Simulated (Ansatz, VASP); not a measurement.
## One calculation of Cd, two programs

```
Cd
1.0
     2.98875    0.00000    0.00000
    -1.49438    2.58834    0.00000
     0.00000    0.00000    5.62598
Cd
2
Cartesian
  0.0000 1.7256 1.4065
  1.4944 0.8628 4.2195
```

Alike in both runs: functional r2SCAN; k mesh 16 × 16 × 8; occupations fermi-dirac, width 0.08 eV; no spin polarisation.

Ansatz relaxed the structure, and its values are those at the end. VASP's run is a single point on that final structure, the one shown.

|  | VASP | Ansatz |
| --- | --- | --- |
| version | VASP 6.6.1 | Ansatz 0.2.0 |
| potentials or method | VASP PAW PBE potentials, release 64 (Cd) | PAW with Ansatz's default frozen-core files, scalar-relativistic |
| plane-wave cutoff (eV) | 520 | 500 |
| valence electrons in the cell | 24 | 40 |

Ansatz gave:

- pressure (GPa): 0.0

What did VASP give for the same quantities?

Pressure (GPa): 0.3.

VASP's potentials were made for PBE, not for r2SCAN. VASP's potentials hold 24 valence electrons a cell and Ansatz's 40, so a difference there can come from the potentials and not from the codes.
